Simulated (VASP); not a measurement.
# CrO2 (P-42_1m) in VASP: a series of runs

Runs on CrO2. Level: LDA+U. Tasks: single point.

Everything below comes from runs of VASP 6.6.1. Logs are shortened: lines on timing, memory, paths and dates and some standing lists are left out, and cuts for length are marked.

## (1) The cell of the first run

The structure is tetragonal, space group P-42_1m (No. 113). Conventional cell: a = 4.471 Å, b = 4.471 Å, c = 2.995 Å, α = 90.00°, β = 90.00°, γ = 90.00°. Within 2.5 Å of Cr (site symmetry 2mm) lie 6 O at 1.89 to 1.99 Å. Within 2.6 Å of O (site symmetry m) lie 3 Cr at 1.89 to 1.99 Å and 1 O at 2.55 Å.

## (2) Single point, LDA+U, collinear spin, ferromagnetic start

File INCAR:

```
SYSTEM = CrO2
PREC = Accurate ; ENCUT = 520
EDIFF = 1E-6 ; ISMEAR = -1
SIGMA = 0.1 ; LREAL = .False.
LASPH = .True. ; NELM = 150
ALGO = Normal ; ISIF = 2
LWAVE = .False. ; LCHARG = .False.
ISPIN = 2 ; MAGMOM = 3 3 0 0 0 0
LORBIT = 11 ; LMAXMIX = 4
LDAU = .True. ; LDAUTYPE = 2
LDAUL = 2 -1 ; LDAUU = 6 0
LDAUJ = 0 0 ; LDAUPRINT = 1
NBANDS = 37
```

File KPOINTS:

```
regular mesh
0
Gamma
  5 5 7
  0 0 0
```

File POSCAR:

```
CrO2
1.0
    4.4713430000      0.0000000000      0.0000000000
    0.0000000000      4.4713430000      0.0000000000
    0.0000000000      0.0000000000      2.9951760000
Cr O
2 4
Direct
    0.0000000000      0.5000000000      0.2384510000
    0.5000000000      0.0000000000      0.7615490000
    0.7017070000      0.2017070000      0.2536240000
    0.2982930000      0.7982930000      0.2536240000
    0.2017070000      0.2982930000      0.7463760000
    0.7982930000      0.7017070000      0.7463760000
```

Potentials or basis: VASP PAW LDA potentials, release 64 (Cr_pv, O).

Started as:

```sh
cat potpaw_LDA.64/Cr_pv/POTCAR potpaw_LDA.64/O/POTCAR > POTCAR
mpirun -np 1 vasp_std > vasp.out
```

OUTCAR:

```text
SYSTEM = CrO2
   PREC = Accurate
   ENCUT = 520
   EDIFF = 1E-6
   ISMEAR = -1
   LREAL = .False.
   LASPH = .True.
   NELM = 150
   ISIF = 2
   ISPIN = 2
   LORBIT = 11

 ion  position               nearest neighbor table
   1  0.000  0.500  0.238-   3 1.89   4 1.89   5 1.95   6 1.95   5 1.99   6 1.99
   2  0.500  0.000  0.762-   5 1.89   6 1.89   3 1.95   4 1.95   3 1.99   4 1.99
   3  0.702  0.202  0.254-   1 1.89   2 1.95   2 1.99
   4  0.298  0.798  0.254-   1 1.89   2 1.95   2 1.99
   5  0.202  0.298  0.746-   2 1.89   1 1.95   1 1.99
   6  0.798  0.702  0.746-   2 1.89   1 1.95   1 1.99

  LATTYP: Found a simple tetragonal cell.
 ALAT       =     4.4713430000
 C/A-ratio  =     0.6698604871

  Lattice vectors:

 A1 = (   4.4713430000,   0.0000000000,   0.0000000000)
 A2 = (   0.0000000000,   4.4713430000,   0.0000000000)
 A3 = (   0.0000000000,   0.0000000000,   2.9951760000)

Analysis of symmetry for initial positions (statically):
=====================================================================
 Subroutine PRICEL returns:
 Original cell was already a primitive cell.

 Routine SETGRP: Setting up the symmetry group for a
 simple tetragonal supercell.

 Subroutine GETGRP returns: Found  8 space group operations
 (whereof  4 operations were pure point group operations)
 out of a pool of 16 trial point group operations.

The static configuration has the point symmetry S_4 .
 The point group associated with its full space group is D_2d.

Analysis of symmetry for dynamics (positions and initial velocities):
=====================================================================
 Subroutine PRICEL returns:
 Original cell was already a primitive cell.

 Routine SETGRP: Setting up the symmetry group for a
 simple tetragonal supercell.

 Subroutine GETGRP returns: Found  8 space group operations
 (whereof  4 operations were pure point group operations)
 out of a pool of 16 trial point group operations.

The dynamic configuration has the point symmetry S_4 .
 The point group associated with its full space group is D_2d.

Analysis of structural, dynamic, and magnetic symmetry:
=====================================================================
 Subroutine PRICEL returns:
 Original cell was already a primitive cell.

 Routine SETGRP: Setting up the symmetry group for a
 simple tetragonal supercell.

 Subroutine GETGRP returns: Found  8 space group operations
 (whereof  4 operations were pure point group operations)
 out of a pool of 16 trial point group operations.

The overall configuration has the point symmetry S_4 .
 The point group associated with its full space group is D_2d.

 Subroutine INISYM returns: Found  8 space group operations
 (whereof  4 operations are pure point group operations),
 and found     1 'primitive' translations

----------------------------------------------------------------------------------------

                                     Primitive cell

  volume of cell :      59.8823

  direct lattice vectors                    reciprocal lattice vectors
     4.471343000  0.000000000  0.000000000     0.223646453  0.000000000  0.000000000
     0.000000000  4.471343000  0.000000000     0.000000000  0.223646453  0.000000000
     0.000000000  0.000000000  2.995176000     0.000000000  0.000000000  0.333870197

[... 158 lines left out ...]
  o =  0.2847  v =  0.0000  0.0000  0.0000  0.0000  0.0000 -0.8429 -0.0000  0.5381  0.0000 -0.0000      0.0000  0.0000  0.0000  0.0000  0.0000  0.0000  0.0000  0.0000  0.0000  0.0000
  o =  0.3775  v =  0.0000 -0.7071 -0.0000  0.7071  0.0000  0.0000  0.0000  0.0000  0.0000  0.0000      0.0000  0.0000  0.0000  0.0000  0.0000  0.0000  0.0000  0.0000  0.0000  0.0000
  o =  0.4330  v =  0.8271  0.0000 -0.5620 -0.0000 -0.0000  0.0000  0.0000  0.0000  0.0000  0.0000      0.0000  0.0000  0.0000  0.0000  0.0000  0.0000  0.0000  0.0000  0.0000  0.0000
  o =  0.5161  v =  0.0000  0.0000 -0.0000 -0.0000  1.0000  0.0000  0.0000  0.0000  0.0000  0.0000      0.0000  0.0000  0.0000  0.0000  0.0000  0.0000  0.0000  0.0000  0.0000  0.0000
  o =  0.9233  v = -0.0000 -0.7071 -0.0000 -0.7071  0.0000  0.0000  0.0000  0.0000  0.0000  0.0000      0.0000  0.0000  0.0000  0.0000  0.0000  0.0000  0.0000  0.0000  0.0000  0.0000
  o =  0.9575  v = -0.5620  0.0000 -0.8271  0.0000  0.0000  0.0000  0.0000  0.0000  0.0000  0.0000      0.0000  0.0000  0.0000  0.0000  0.0000  0.0000  0.0000  0.0000  0.0000  0.0000

atom =   2  type =  1  l = 2

 onsite density matrix

spin component  1

  0.5987 -0.0000 -0.2438  0.0000  0.0000
 -0.0000  0.6504  0.0000 -0.2729  0.0000
 -0.2438  0.0000  0.7919  0.0000  0.0000
  0.0000 -0.2729  0.0000  0.6504  0.0000
  0.0000  0.0000  0.0000  0.0000  0.5161

spin component  2

  0.2158  0.0000  0.1079  0.0000  0.0000
  0.0000  0.1575  0.0000  0.0888 -0.0000
  0.1079  0.0000  0.1157  0.0000 -0.0000
  0.0000  0.0888  0.0000  0.1575 -0.0000
  0.0000 -0.0000 -0.0000 -0.0000  0.0841

 occupancies and eigenvectors

  o =  0.0469  v =  0.0000  0.0000  0.0000  0.0000  0.0000 -0.5381 -0.0000  0.8429  0.0000  0.0000      0.0000  0.0000  0.0000  0.0000  0.0000  0.0000  0.0000  0.0000  0.0000  0.0000
  o =  0.0687  v =  0.0000  0.0000  0.0000  0.0000  0.0000 -0.0000  0.7071  0.0000 -0.7071 -0.0000      0.0000  0.0000  0.0000  0.0000  0.0000  0.0000  0.0000  0.0000  0.0000  0.0000
  o =  0.0841  v =  0.0000  0.0000  0.0000  0.0000  0.0000  0.0000  0.0000 -0.0000 -0.0000  1.0000      0.0000  0.0000  0.0000  0.0000  0.0000  0.0000  0.0000  0.0000  0.0000  0.0000
  o =  0.2463  v =  0.0000  0.0000  0.0000  0.0000  0.0000  0.0000 -0.7071  0.0000 -0.7071  0.0000      0.0000  0.0000  0.0000  0.0000  0.0000  0.0000  0.0000  0.0000  0.0000  0.0000
  o =  0.2847  v =  0.0000  0.0000  0.0000  0.0000  0.0000 -0.8429 -0.0000 -0.5381 -0.0000  0.0000      0.0000  0.0000  0.0000  0.0000  0.0000  0.0000  0.0000  0.0000  0.0000  0.0000
  o =  0.3775  v =  0.0000 -0.7071  0.0000 -0.7071 -0.0000  0.0000  0.0000  0.0000  0.0000  0.0000      0.0000  0.0000  0.0000  0.0000  0.0000  0.0000  0.0000  0.0000  0.0000  0.0000
  o =  0.4330  v =  0.8271  0.0000  0.5620  0.0000 -0.0000  0.0000  0.0000  0.0000  0.0000  0.0000      0.0000  0.0000  0.0000  0.0000  0.0000  0.0000  0.0000  0.0000  0.0000  0.0000
  o =  0.5161  v = -0.0000 -0.0000 -0.0000  0.0000 -1.0000  0.0000  0.0000  0.0000  0.0000  0.0000      0.0000  0.0000  0.0000  0.0000  0.0000  0.0000  0.0000  0.0000  0.0000  0.0000
  o =  0.9233  v =  0.0000  0.7071 -0.0000 -0.7071 -0.0000  0.0000  0.0000  0.0000  0.0000  0.0000      0.0000  0.0000  0.0000  0.0000  0.0000  0.0000  0.0000  0.0000  0.0000  0.0000
  o =  0.9575  v = -0.5620  0.0000  0.8271 -0.0000  0.0000  0.0000  0.0000  0.0000  0.0000  0.0000      0.0000  0.0000  0.0000  0.0000  0.0000  0.0000  0.0000  0.0000  0.0000  0.0000

 number of electron      48.0000025 magnetization       4.0009065

 Free energy of the ion-electron system (eV)
  ---------------------------------------------------
  ext. energy  EPLUGINS =         0.00000000
  ---------------------------------------------------
  free energy    TOTEN  =       -45.66030432 eV

  energy without entropy =      -45.63003197  energy(sigma->0) =      -45.64516815

 E-fermi :   4.3584     XC(G=0): -12.2248

 val. band max:        4.2813960921   @ k =   0.0000   0.0000   0.2857
 cond. band min:       4.3763223321   @ k =   0.2000   0.0000   0.1429
 fundamental gap:      0.0949262401
 Fermi energy:         4.3584450443

 spin component 1

 k-point     1 :       0.0000    0.0000    0.0000
  band No.  band energies     occupation
      1     -40.0661      1.00000
      2     -40.0661      1.00000
      3     -40.0240      1.00000
      4     -40.0240      1.00000
      5     -39.7516      1.00000
      6     -39.7394      1.00000
[... 925 lines left out ...]
     35      15.7878      0.00000
     36      16.1273      0.00000
 Fermi energy:         4.3584450443

 spin component 2

 k-point     1 :       0.0000    0.0000    0.0000
  band No.  band energies     occupation
      1     -37.7969      1.00000
      2     -37.7969      1.00000
      3     -37.6820      1.00000
      4     -37.6820      1.00000
      5     -37.1750      1.00000
      6     -37.1600      1.00000
[... 925 lines left out ...]
     35      15.8803      0.00000
     36      16.1830      0.00000
 [bands above 36 left out]

------------------------ aborting loop because EDIFF is reached ----------------------------------------

  FORCE on cell =-STRESS in cart. coord.  units (eV):
  Direction    XX          YY          ZZ          XY          YZ          ZX
  --------------------------------------------------------------------------------------
  -------------------------------------------------------------------------------------
  Total       -3.5511931     -3.5511931     -4.5103846      0.0000000      0.0000000      0.0000000
  in kB      -95.0137707    -95.0137707   -120.6773703      0.0000000      0.0000000      0.0000000
  external PRESSURE =    -103.5683039 kB  Pullay stress =       0.0000000 kB

 VOLUME and BASIS-vectors are now :
 -----------------------------------------------------------------------------
  energy-cutoff  :      520.00
  volume of cell :       59.88
      direct lattice vectors                 reciprocal lattice vectors
     4.471343000  0.000000000  0.000000000     0.223646453  0.000000000  0.000000000
     0.000000000  4.471343000  0.000000000     0.000000000  0.223646453  0.000000000
     0.000000000  0.000000000  2.995176000     0.000000000  0.000000000  0.333870197

 POSITION                                       TOTAL-FORCE (eV/Angst)
 -----------------------------------------------------------------------------------
      0.00000      2.23567      0.71420         0.000000      0.000000      0.343945
      2.23567      0.00000      2.28097        -0.000000      0.000000     -0.343945
      3.13757      0.90190      0.75965        -0.255219     -0.255219     -0.018101
      1.33377      3.56944      0.75965         0.255219      0.255219     -0.018101
      0.90190      1.33377      2.23553        -0.255219      0.255219      0.018101
      3.56944      3.13757      2.23553         0.255219     -0.255219      0.018101
 -----------------------------------------------------------------------------------
    total drift:                                0.000000      0.000000     -0.000000

  FREE ENERGIE OF THE ION-ELECTRON SYSTEM (eV)
  ---------------------------------------------------
  free  energy   TOTEN  =       -45.6603043171 eV

  energy  without entropy=      -45.6300319735  energy(sigma->0) =      -45.64516815

 total charge

# of ion       s       p       d       tot
------------------------------------------
    1        0.355   6.439   3.904  10.698
    2        0.355   6.439   3.904  10.698
    3        1.557   3.434   0.000   4.991
    4        1.557   3.434   0.000   4.991
    5        1.557   3.434   0.000   4.991
    6        1.557   3.434   0.000   4.991
--------------------------------------------------
tot          6.939  26.613   7.809  41.360

 magnetization (x)

# of ion       s       p       d       tot
------------------------------------------
    1        0.032   0.028   2.472   2.532
    2        0.032   0.028   2.472   2.532
    3       -0.008  -0.243   0.000  -0.251
    4       -0.008  -0.243   0.000  -0.251
    5       -0.008  -0.243   0.000  -0.251
    6       -0.008  -0.243   0.000  -0.251
--------------------------------------------------
tot          0.032  -0.916   4.944   4.061
```

Run time: 2 min. Hardware: 1 thread of Intel Xeon Platinum 8259CL at 2.50GHz (Skylake/Cascade Lake), shared host; peak memory 0.2 GiB.

What came out:

* Free energy: -45.6603 eV
* Pressure: -10.4 GPa
* Largest force: 0.361 eV/Å
* Band gap on the k mesh: zero (filled and empty bands overlap)
* Net moment: 4.00 μB per cell
* Site moments: Cr +2.53; O -0.25 μB
* Valence electrons inside the program's atomic spheres: Cr 10.70; O 4.99

Forces on the atoms (eV/Å):
```
Cr   0.000  0.000  0.344
Cr   0.000  0.000 -0.344
O   -0.255 -0.255 -0.018
O    0.255  0.255 -0.018
O   -0.255  0.255  0.018
O    0.255 -0.255  0.018
```

Levels at points of the mesh, in eV from the Fermi level:
Spin up:
```tsv
k point	band 22	band 23	band 24	band 25	band 26	band 27	band 28	band 29	band 30	band 31
(0.00, 0.00, 0.00)	-2.68	-1.17	-0.82	-0.35	-0.35	0.22	1.31	1.46	2.87	2.87
```
Spin down:
```
           k point  band 20  band 21  band 22  band 23  band 24  band 25
(0.00, 0.00, 0.00)    -0.82    -0.82    -0.38     3.23     3.33     3.34
```

Eigenvalues of the final occupation matrices:
```csv
site,spin,trace,eigenvalues
site 1 d,1,3.21,0.38 0.43 0.52 0.92 0.96
site 1 d,2,0.73,0.05 0.07 0.08 0.25 0.28
site 2 d,1,3.21,0.38 0.43 0.52 0.92 0.96
site 2 d,2,0.73,0.05 0.07 0.08 0.25 0.28
```

Caveat: the cell stands under tension; the run started ferromagnetic, and an antiferromagnetic order may lie lower in energy.

## (3) Single point, LDA+U, collinear spin, ferromagnetic start

File INCAR:

```
PREC = Accurate
ENCUT = 520
EDIFF = 1E-7
ISMEAR = -1
SIGMA = 0.1
LREAL = False
LASPH = True
NELM = 150
ALGO = Normal
ISIF = 2
LWAVE = False
LCHARG = False
ISPIN = 2
MAGMOM = 3 3 0 0 0 0
LORBIT = 11
LMAXMIX = 4
LDAU = True
LDAUTYPE = 2
LDAUL = 2 -1
LDAUU = 6 0
LDAUJ = 0 0
LDAUPRINT = 1
NBANDS = 37
```

File KPOINTS:

```
Automatic mesh
0
Gamma
  5 5 7
```

POSCAR is that of step 2.

Potentials or basis: VASP PAW LDA potentials, release 64 (Cr_pv, O).

Started as:

```sh
cat potpaw_LDA.64/Cr_pv/POTCAR potpaw_LDA.64/O/POTCAR > POTCAR
mpirun -np 1 vasp_std > vasp.out
```

It took 2.4 min on 1 thread of Intel Xeon Platinum 8259CL at 2.50GHz (Skylake/Cascade Lake), shared host; peak memory 0.2 GiB.

It converged, with:

```
Free energy                                           : -45.6603 eV
Pressure                                              : -10.4 GPa
Largest force                                         : 0.362 eV/Å
Band gap on the k mesh                                : zero (filled and empty bands overlap)
Net moment                                            : 4.00 μB per cell
Site moments                                          : Cr +2.53; O -0.25 μB
Valence electrons inside the program's atomic spheres : Cr 10.70; O 4.99
```

Forces in eV/Å, atoms in the order of the input:
```
Cr   0.000  0.000  0.344
Cr   0.000  0.000 -0.344
O   -0.255 -0.255 -0.018
O    0.255  0.255 -0.018
O   -0.255  0.255  0.018
O    0.255 -0.255  0.018
```

Stress tensor (GPa, compression positive):
```
 -9.54   0.00   0.00
  0.00  -9.54   0.00
  0.00   0.00 -12.11
```

Levels at points of the mesh, in eV from the Fermi level:
Spin up:
| k point | band 22 | band 23 | band 24 | band 25 | band 26 | band 27 | band 28 | band 29 | band 30 | band 31 |
| --- | --- | --- | --- | --- | --- | --- | --- | --- | --- | --- |
| (0.00, 0.00, 0.00) | -2.68 | -1.18 | -0.82 | -0.35 | -0.35 | 0.22 | 1.31 | 1.46 | 2.87 | 2.87 |
Spin down:
```csv
k point,band 18,band 19,band 20,band 21,band 22,band 23,band 24,band 25,band 26,band 27
"(0.00, 0.00, 0.00)",-2.87,-1.10,-0.82,-0.82,-0.38,3.23,3.33,3.35,3.74,3.74
```

Eigenvalues of the final occupation matrices:
```tsv
site	spin	trace	eigenvalues
site 1 d	1	3.21	0.38 0.43 0.52 0.92 0.96
site 1 d	2	0.73	0.05 0.07 0.08 0.25 0.28
site 2 d	1	3.21	0.38 0.43 0.52 0.92 0.96
site 2 d	2	0.73	0.05 0.07 0.08 0.25 0.28
```

Caveat: the cell stands under tension; the run started ferromagnetic, and an antiferromagnetic order may lie lower in energy. The state reached can hang on the start; a lower one may exist.

[end of part 1 of 2]

The gap in the log of VASP goes by the Fermi energy; the results here count the filled bands.